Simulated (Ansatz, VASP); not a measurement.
TaN in VASP and in Ansatz

```
Ta N
1.0
     5.19600    0.07794    0.07794
    -2.53050    4.46090    0.02853
     0.04367    0.04367    2.91100
Ta N
3 3
Direct
  0.33333 0.66667 0.50000
  0.66667 0.33333 0.50000
  0.00000 0.00000 0.00000
  0.39285 0.00000 0.00000
  0.60715 0.60715 0.00000
  0.00000 0.39285 0.00000
```

Change from the starting cell: equal xy, yz and zx shear strains of +3 %.

Alike in both runs: task single point; functional PBE; k mesh 6 × 6 × 9; occupations fermi-dirac, width 0.01 eV; no spin polarisation.

|  | VASP | Ansatz |
| --- | --- | --- |
| version | VASP 6.6.1 | Ansatz 0.2.0 |
| potentials or method | VASP PAW PBE potentials, release 64 (Ta_pv, N), cutoff 520 eV | all-electron LAPW, scalar-relativistic |

|  | VASP | Ansatz | Ansatz less VASP |
| --- | --- | --- | --- |
| pressure (GPa) | 6.5 | 5.8 | -0.69 |
| traceless stress, the component that is largest in VASP (GPa) | -5.79 | -5.73 | +0.065 |
| rms of the force components (eV/Å) | 0.155 | 0.148 | -0.0070 |

Atom by atom the forces differ by 0.010 eV/Å (rms over components). Ansatz ran all-electron here, and VASP with PAW potentials.

Neither program's run includes spin-orbit coupling.
